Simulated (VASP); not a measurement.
The system is Nb3Te2Mo.

```xyz
6
Lattice="3.3500 0.0000 0.0000 0.0000 3.3500 0.0000 0.0000 0.0000 11.5000" Properties=species:S:1:pos:R:3 pbc="T T T"
Nb    0.0000    0.0000    6.9000
Nb    1.6750    1.6750    1.9550
Nb    0.0000    0.0000    3.5995
Te    0.0000    0.0000    0.0000
Te    1.6750    1.6750    8.8550
Mo    1.6750    1.6750    5.2555
```

| Quantity | Value |
| --- | --- |
| Program | VASP 6.6.1 |
| Task | relaxation of cell and atoms |
| Functional | PBE |
| Potentials or basis | VASP PAW PBE potentials, release 64 (Nb_sv, Te, Mo_sv) |
| Cutoff | 600 eV |
| k mesh | 5 × 5 × 2 |
| Occupations | gaussian, width 0.2 eV |
| Spin | no spin polarisation |

At the start: pressure -7.0 GPa; volume 21.51 Å³/atom.

Q: Where does the relaxation end?

A: Over 19 steps the energy falls by 180.8 meV/atom and the volume is 22.13 Å³/atom (+2.9 %); space group P4mm (No. 99, to 0.1 Å) before and after.

Step by step:
```tsv
step	energy change (eV)	largest force (eV/Å)	pressure (GPa)	volume (Å³)
1	0.0000	2.0937	-7.00	129.06
2	-0.2536	0.7739	15.26	112.13
3	-0.4852	1.4883	4.58	118.56
4	-0.8544	0.8078	2.58	121.40
5	-0.8907	0.7166	2.02	123.10
6	-0.8956	0.6281	2.12	122.65
7	-0.9354	0.5770	-2.97	127.70
8	-0.9473	0.5637	-1.42	126.02
9	-0.9757	0.4854	0.69	124.90
10	-0.9759	0.4468	0.50	124.99
11	-0.9968	0.4120	0.39	125.68
12	-1.0405	0.2846	0.18	127.73
13	-1.0550	0.3304	0.19	131.88
14	-1.0595	0.2218	0.16	130.68
15	-1.0768	0.1265	-0.34	132.04
16	-1.0809	0.1516	-0.73	133.23
17	-1.0778	0.1259	1.27	131.89
18	-1.0834	0.0966	0.06	132.69
19	-1.0846	0.0333	0.03	132.76
```

Final structure:
```
CELL_PARAMETERS angstrom
3.41422 0.00000 0.00000
0.00000 3.41422 0.00000
0.00000 0.00000 11.38936
ATOMIC_POSITIONS crystal
Nb 0.00000 0.00000 0.58454
Nb 0.50000 0.50000 0.18234
Nb 0.00000 0.00000 0.31911
Te 0.00000 0.00000 0.04422
Te 0.50000 0.50000 0.72573
Mo 0.50000 0.50000 0.45405
```

Caveat: the k points lie up to 0.37 Å⁻¹ apart in the final cell, too coarse for converged energies and pressures of a metal; this functional lacks dispersion, which binds the layers, so the pressure and a relaxed spacing across them are unreliable; the relaxation stopped at a loose force limit of 0.08 eV/Å, so its end isn't a converged minimum.
